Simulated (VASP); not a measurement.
# Si6Ru (P4/mmm) in VASP: relaxation of cell and atoms with PBE

Aim: the relaxation of cell and atoms of Si6Ru with PBE.

Everything below comes from runs of VASP 6.6.1. Logs are shortened: lines on timing, memory, paths and dates and some standing lists are left out, and cuts for length are marked.

## Step 1: The cell of the first run

It takes space group P4/mmm (No. 123, tetragonal). The conventional cell has a = 3.785 Å, b = 3.785 Å, c = 7.859 Å, α = 90.00°, β = 90.00°, γ = 90.00°. Si (site symmetry mmm) has 6 Si at 2.42 to 2.68 Å within 3.2 Å. Si (site symmetry 2mm) has 2 Ru at 2.42 Å and 6 Si at 2.42 to 3.02 Å within 3.2 Å. Within 3.2 Å of Ru (site symmetry 4/mmm) lie 8 Si at 2.42 Å.

The cell was built from a structure type or drawn by symmetry, and may not be a known phase.

## Step 2: Relaxation of cell and atoms, PBE

File INCAR:

```
  PREC = Accurate
  ENCUT = 600
  EDIFF = 1E-6
  ISMEAR = 0
  SIGMA = 0.1
  LREAL = F
  LASPH = T
  NELM = 80
  ALGO = Normal
  ISIF = 3
  LWAVE = F
  LCHARG = F
  GGA = PE
  IBRION = 2
  NSW = 100
  EDIFFG = -0.01
```

File KPOINTS:

```
Automatic mesh
0
Gamma
  8 8 4
```

File POSCAR:

```
Si6Ru
1.0
    3.7848843019      0.0000000000      0.0000000000
    0.0000000000      3.7848843019      0.0000000000
    0.0000000000      0.0000000000      7.8592962326
Si Ru
6 1
Direct
    0.0000000000      0.5000000000      0.5000000000
    0.5000000000      0.0000000000      0.5000000000
    0.0000000000      0.5000000000      0.8079878437
    0.5000000000      0.0000000000      0.8079878437
    0.0000000000      0.5000000000      0.1920121563
    0.5000000000      0.0000000000      0.1920121563
    0.0000000000      0.0000000000      0.0000000000
```

Potentials or basis: VASP PAW PBE potentials, release 64 (Si, Ru_pv).

Launch:

```sh
cat potpaw_PBE.64/Si/POTCAR potpaw_PBE.64/Ru_pv/POTCAR > POTCAR
mpirun -np 1 vasp_std > vasp.out
```

OUTCAR:

```text
PREC = Accurate
   ENCUT = 600
   EDIFF = 1E-6
   ISMEAR = 0
   LREAL = F
   LASPH = T
   NELM = 80
   ISIF = 3
   GGA = PE
   IBRION = 2
   NSW = 100
   EDIFFG = -0.01

 ion  position               nearest neighbor table
   1  0.000  0.500  0.500-   3 2.42   5 2.42   2 2.68   2 2.68   2 2.68   2 2.68
   2  0.500  0.000  0.500-   4 2.42   6 2.42   1 2.68   1 2.68   1 2.68   1 2.68
   3  0.000  0.500  0.808-   7 2.42   7 2.42   1 2.42   4 2.68   4 2.68   4 2.68   4 2.68   5 3.02

   4  0.500  0.000  0.808-   7 2.42   7 2.42   2 2.42   3 2.68   3 2.68   3 2.68   3 2.68   6 3.02

   5  0.000  0.500  0.192-   7 2.42   7 2.42   1 2.42   6 2.68   6 2.68   6 2.68   6 2.68   3 3.02

   6  0.500  0.000  0.192-   7 2.42   7 2.42   2 2.42   5 2.68   5 2.68   5 2.68   5 2.68   4 3.02

   7  0.000  0.000  0.000-   3 2.42   4 2.42   5 2.42   6 2.42   3 2.42   5 2.42   4 2.42   6 2.42

  LATTYP: Found a simple tetragonal cell.
 ALAT       =     3.7848843019
 C/A-ratio  =     2.0764957673

  Lattice vectors:

 A1 = (   3.7848843019,   0.0000000000,   0.0000000000)
 A2 = (   0.0000000000,   3.7848843019,   0.0000000000)
 A3 = (   0.0000000000,   0.0000000000,   7.8592962326)

Analysis of symmetry for initial positions (statically):
=====================================================================
 Subroutine PRICEL returns:
 Original cell was already a primitive cell.

 Routine SETGRP: Setting up the symmetry group for a
 simple tetragonal supercell.

 Subroutine GETGRP returns: Found 16 space group operations
 (whereof 16 operations were pure point group operations)
 out of a pool of 16 trial point group operations.

The static configuration has the point symmetry D_4h.

Analysis of symmetry for dynamics (positions and initial velocities):
=====================================================================
 Subroutine PRICEL returns:
 Original cell was already a primitive cell.

 Routine SETGRP: Setting up the symmetry group for a
 simple tetragonal supercell.

 Subroutine GETGRP returns: Found 16 space group operations
 (whereof 16 operations were pure point group operations)
 out of a pool of 16 trial point group operations.

The dynamic configuration has the point symmetry D_4h.

 Subroutine INISYM returns: Found 16 space group operations
 (whereof 16 operations are pure point group operations),
 and found     1 'primitive' translations

----------------------------------------------------------------------------------------

                                     Primitive cell

  volume of cell :     112.5872

  direct lattice vectors                    reciprocal lattice vectors
     3.784884302  0.000000000  0.000000000     0.264208869  0.000000000  0.000000000
     0.000000000  3.784884302  0.000000000     0.000000000  0.264208869  0.000000000
     0.000000000  0.000000000  7.859296233     0.000000000  0.000000000  0.127237856

  length of vectors
     3.784884302  3.784884302  7.859296233     0.264208869  0.264208869  0.127237856

  position of ions in fractional coordinates (direct lattice)
     0.000000000  0.500000000  0.500000000
     0.500000000  0.000000000  0.500000000
     0.000000000  0.500000000  0.807987844
     0.500000000  0.000000000  0.807987844
     0.000000000  0.500000000  0.192012156
     0.500000000  0.000000000  0.192012156
     0.000000000  0.000000000  0.000000000

  ion indices of the primitive-cell ions
   primitive index   ion index
                 1           1
                 2           2
                 3           3
                 4           4
                 5           5
                 6           6
                 7           7

----------------------------------------------------------------------------------------

 KPOINTS: Automatic mesh

Automatic generation of k-mesh.
 Grid dimensions read from file:
 generate k-points for:    8    8    4

 Generating k-lattice:

  Cartesian coordinates                     Fractional coordinates (reciprocal lattice)
     0.033026109  0.000000000  0.000000000     0.125000000  0.000000000  0.000000000
     0.000000000  0.033026109  0.000000000     0.000000000  0.125000000  0.000000000
     0.000000000  0.000000000  0.031809464     0.000000000  0.000000000  0.250000000

  Length of vectors
     0.033026109  0.033026109  0.031809464

  Shift w.r.t. Gamma in fractional coordinates (k-lattice)
     0.000000000  0.000000000  0.000000000

 Subroutine IBZKPT returns following result:
 ===========================================

 Found     45 irreducible k-points:

 Following reciprocal coordinates:
            Coordinates               Weight
  0.000000  0.000000  0.000000      1.000000
  0.125000  0.000000  0.000000      4.000000
  0.250000  0.000000  0.000000      4.000000
  0.375000  0.000000  0.000000      4.000000
  0.500000  0.000000  0.000000      2.000000
  0.125000  0.125000  0.000000      4.000000
[... 16 lines left out ...]
  0.375000  0.125000  0.250000     16.000000
  0.500000  0.125000  0.250000      8.000000
 [... further k-points ...]
   k-points           NKPTS =     45   k-points in BZ     NKDIM =     45   number of bands    NBANDS=     23
   number of dos      NEDOS =    301   number of ions     NIONS =      7
   total plane-waves  NPLWV =  57600
   dimension x,y,z NGX =    30 NGY =   30 NGZ =   64
   dimension x,y,z NGXF=    60 NGYF=   60 NGZF=  128
   ions per type =               6   1
   NGX,Y,Z   is equivalent  to a cutoff of  13.18, 13.18, 13.54 a.u.
   NGXF,Y,Z  is equivalent  to a cutoff of  26.35, 26.35, 27.08 a.u.
 SYSTEM =  unknown system
   PREC   = accura    normal or accurate (medium, high low for compatibility)
   ISTART =      0    job   : 0-new  1-cont  2-samecut
   ICHARG =      2    charge: 1-file 2-atom 10-const
   ISPIN  =      1    spin polarized calculation?
   LNONCOLLINEAR =      F non collinear calculations
   LSORBIT =      F    spin-orbit coupling
   LASPH  =      T    aspherical Exc in radial PAW
   ENCUT  =  600.0 eV  44.10 Ry    6.64 a.u.   7.56  7.56 15.70*2*pi/ulx,y,z
   NELM   =     80;   NELMIN=  2; NELMDL= -5     # of ELM steps
   EDIFF  = 0.1E-05   stopping-criterion for ELM
   LREAL  =      F    real-space projection
   EDIFFG = -.1E-01   stopping-criterion for IOM
   NSW    =    100    number of steps for IOM
   IBRION =      2    ionic relax: 0-MD 1-quasi-New 2-CG
   NFREE  =      1    steps in history (QN), initial steepest desc. (CG)
   ISIF   =      3    stress and relaxation
   ISYM   =      2    0-nonsym 1-usesym 2-fastsym
   POTIM  = 0.5000    time-step for ionic-motion
   TEBEG  =    0.0;   TEEND  =   0.0 temperature during run
   PSTRESS=    0.0 pullay stress
   NELECT =      38.0000    total number of electrons
   NUPDOWN=      -1.0000    fix difference up-down
   EMIN   =  10.00;   EMAX   =-10.00  energy-range for DOS
   EFERMI =   0.00;   METHOD = LEGACY
   ISMEAR =     0;   SIGMA  =   0.10  broadening in eV -4-tet -1-fermi 0-gaus
   EFERMI_NEDOS =   21; number of points for ismear=-14 and -15
   IALGO  =     38    algorithm
   IMIX   =      4    mixing-type and parameters
     AMIX     =   0.40;   BMIX     =  1.00
     AMIX_MAG =   1.60;   BMIX_MAG =  1.00
  volume/ion in A,a.u.               =      16.08       108.54
  Fermi-wavevector in a.u.,A,eV,Ry     =   1.139829  2.153965 17.676830  1.299210
  Thomas-Fermi vector in A             =   2.276532
   LORBIT       =      0    0 simple, 1 ext, 2 COOP (PROOUT), +10 PAW based schemes
   GGA     = PE    functional components
   LHFCALC =     F    Hartree Fock is set to
   AEXX    =    0.0000 exact exchange contribution
   IVDW    =     0    specifies the selected vdW correction
   LEPSILON=     F    determine dielectric tensor
   LRPA    =     F    only Hartree local field effects (RPA)
 conjugate gradient relaxation of ions
 non-spin polarized calculation
 Gauss-broadening in eV      SIGMA  =   0.10
  energy-cutoff  :      600.00
  volume of cell :      112.59
 maximum number of plane-waves:      3784
   NGX = 15   NGY = 15   NGZ = 31

--------------------------------------- Ionic step        1  -------------------------------------------

 number of electron      38.0000002 magnetization

 Free energy of the ion-electron system (eV)
  ---------------------------------------------------
  ext. energy  EPLUGINS =         0.00000000
  ---------------------------------------------------
  free energy    TOTEN  =       -41.19987419 eV

  energy without entropy =      -41.18777836  energy(sigma->0) =      -41.19382627

------------------------ aborting loop because EDIFF is reached ----------------------------------------

  FORCE on cell =-STRESS in cart. coord.  units (eV):
  Direction    XX          YY          ZZ          XY          YZ          ZX
  --------------------------------------------------------------------------------------
  -------------------------------------------------------------------------------------
  Total        0.0193667      0.0193667     -1.6550959      0.0000000     -0.0000000      0.0000000
  in kB        0.2755995      0.2755995    -23.5529261      0.0000000     -0.0000000      0.0000000
  external PRESSURE =      -7.6672424 kB  Pullay stress =       0.0000000 kB
[... 231 lines left out ...]
  energy  without entropy=      -41.1983285516  energy(sigma->0) =      -41.20365136

--------------------------------------- Ionic step        7  -------------------------------------------

 number of electron      38.0000008 magnetization

 Free energy of the ion-electron system (eV)
  ---------------------------------------------------
  ext. energy  EPLUGINS =         0.00000000
  ---------------------------------------------------
  free energy    TOTEN  =       -41.20918317 eV

  energy without entropy =      -41.19856946  energy(sigma->0) =      -41.20387632

 E-fermi :   8.7575     XC(G=0): -10.9066

 val. band max:        8.7423950985   @ k =   0.5000   0.0000   0.0000
 cond. band min:       8.7587916331   @ k =   0.3750   0.2500   0.2500
 fundamental gap:      0.0163965346
 Fermi energy:         8.7575269248

 k-point     1 :       0.0000    0.0000    0.0000
  band No.  band energies     occupation
      1     -34.1753      2.00000
      2     -33.9657      2.00000
      3     -33.9657      2.00000
      4      -4.0765      2.00000
      5      -2.0188      2.00000
      6      -1.2565      2.00000
[... 613 lines left out ...]
     22      10.4345      0.00000
     23      10.8653      0.00000

 [... further k-points ...]
[... 5 lines left out ...]
  --------------------------------------------------------------------------------------
  -------------------------------------------------------------------------------------
  Total       -0.0036414     -0.0036414     -0.0294830      0.0000000      0.0000000      0.0000000
  in kB       -0.0519604     -0.0519604     -0.4206995      0.0000000      0.0000000      0.0000000
  external PRESSURE =      -0.1748735 kB  Pullay stress =       0.0000000 kB
[... 22 lines left out ...]
  FREE ENERGIE OF THE ION-ELECTRON SYSTEM (eV)
  ---------------------------------------------------
  free  energy   TOTEN  =       -41.2091831710 eV

  energy  without entropy=      -41.1985694634  energy(sigma->0) =      -41.20387632

 reached required accuracy - stopping structural energy minimisation
```

It took 3.7 min on 1 thread of Intel Xeon 6975P-C (Granite Rapids), shared host; peak memory 0.32 GiB.

What came out:

| Item | Value |
| --- | --- |
| Free energy | -41.2092 eV |
| Relaxed volume | 16.04 Å³/atom |
| Relaxed cell | a = 3.801 Å, b = 3.801 Å, c = 7.773 Å, α = 90.00°, β = 90.00°, γ = 90.00° |
| Space group after relaxing (to 0.1 Å) | P4/mmm (No. 123) |
| Energy gained by relaxing | 1.3 meV/atom |
| Ionic steps | 7 |
| Pressure after relaxing | 0.0 GPa |
| Band gap on the k mesh | zero (bands 19 and 20 overlap by 2.23 eV) |

The path:
| step | energy change (eV) | largest force (eV/Å) | pressure (GPa) | volume (Å³) |
| --- | --- | --- | --- | --- |
| 1 | 0.0000 | 0.0866 | -0.77 | 112.59 |
| 2 | -0.0066 | 0.0202 | 0.89 | 111.33 |
| 3 | -0.0076 | 0.0083 | 0.44 | 111.66 |
| 4 | -0.0088 | 0.0519 | -0.07 | 112.17 |
| 5 | -0.0088 | 0.0460 | 0.00 | 112.11 |
| 6 | -0.0091 | 0.0282 | -0.01 | 112.18 |
| 7 | -0.0093 | 0.0012 | -0.02 | 112.28 |

Final structure:
```
Si Ru
1.0
     3.80063    0.00000    0.00000
     0.00000    3.80063    0.00000
     0.00000    0.00000    7.77319
Si Ru
6 1
Direct
  0.00000 0.50000 0.50000
  0.50000 0.00000 0.50000
  0.00000 0.50000 0.80816
  0.50000 0.00000 0.80816
  0.00000 0.50000 0.19184
  0.50000 0.00000 0.19184
  0.00000 0.00000 0.00000
```
